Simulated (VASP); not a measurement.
A run of VASP 6.6.1:

The input POSCAR:

```
KF
1.0
    0.0000000000      2.9354014298      2.9354014298
    2.9354014298      0.0000000000      2.9354014298
    2.9354014298      2.9354014298      0.0000000000
K F
1 1
Direct
    0.0000000000      0.0000000000      0.0000000000
    0.2500000000      0.2500000000      0.2500000000
```

Contents of INCAR.step1:

```
  PREC = Accurate
  ENCUT = 520
  ISMEAR = 0
  SIGMA = 0.01
  LREAL = F
  LASPH = T
  NELM = 80
  NBANDS = 15
  GGA = PE
  ALGO = Normal
  EDIFF = 1E-4
  LWAVE = T
  LCHARG = F
```

The input INCAR.step2:

```
  PREC = Accurate
  ENCUT = 520
  EDIFF = 1E-7
  ISMEAR = 0
  SIGMA = 0.01
  LREAL = F
  LASPH = T
  NELM = 80
  ALGO = Normal
  ISIF = 2
  LWAVE = F
  LCHARG = F
  METAGGA = R2SCAN
  LMIXTAU = T
  NBANDS = 15
  ISTART = 1
```

The input KPOINTS:

```
Automatic mesh
0
Gamma
  6 6 6
```

Potentials or basis: VASP PAW PBE potentials, release 64 (K_sv, F).

Launch:

```bash
$ cat potpaw_PBE.64/K_sv/POTCAR potpaw_PBE.64/F/POTCAR > POTCAR
$ cp INCAR.step1 INCAR
$ mpirun -np 1 vasp_std > vasp.out
$ cp INCAR.step2 INCAR
$ mpirun -np 1 vasp_std > vasp.out
```

Hardware: 1 thread of Intel Xeon 6975P-C (shared host).

Question: Estimate the wall time of this run.

Answer: Wall time 37 s on 1 thread of Intel Xeon 6975P-C, on a shared host, peak memory 0.18 GiB. Counts: k points 16.
